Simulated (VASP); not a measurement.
The system is BaTiO3.

```xyz
5
Lattice="3.9998 0.0000 0.0000 0.0000 3.9998 0.0000 0.0000 0.0000 4.0180" Properties=species:S:1:pos:R:3 pbc="T T T"
Ba    0.0000    0.0000    0.0000
Ti    1.9999    1.9999    1.9688
O     1.9999    1.9999    0.0763
O     1.9999    0.0000    2.0773
O     0.0000    1.9999    2.0773
```

Base run:

- Program: VASP 6.6.1
- Functional: PBE
- Potentials or basis: VASP PAW PBE potentials, release 64 (Ba_sv, Ti_sv, O)
- Cutoff: 520 eV
- k mesh: 4 × 4 × 4
- Occupations: gaussian, width 0.01 eV
- Spin: no spin polarisation
- Hubbard terms: Ti d U = 5.0 eV

Its results: band gap on the k mesh 2.37 eV (least direct gap 2.69 eV); pressure 8.3 GPa; largest force 0.564 eV/Å.

Problem. The run is repeated on the same cell with these changes: hubbard terms from Ti d U = 5.0 eV to Ti d U = 3.0 eV. What comes out?

Solution. Band gap on the k mesh 2.11 eV (least direct gap 2.42 eV); pressure 6.6 GPa; largest force 0.257 eV/Å.

Caveats: the cell stands under pressure; spin-orbit coupling is left out, which moves the levels of the heavy elements.

A k mesh can miss the band edges.
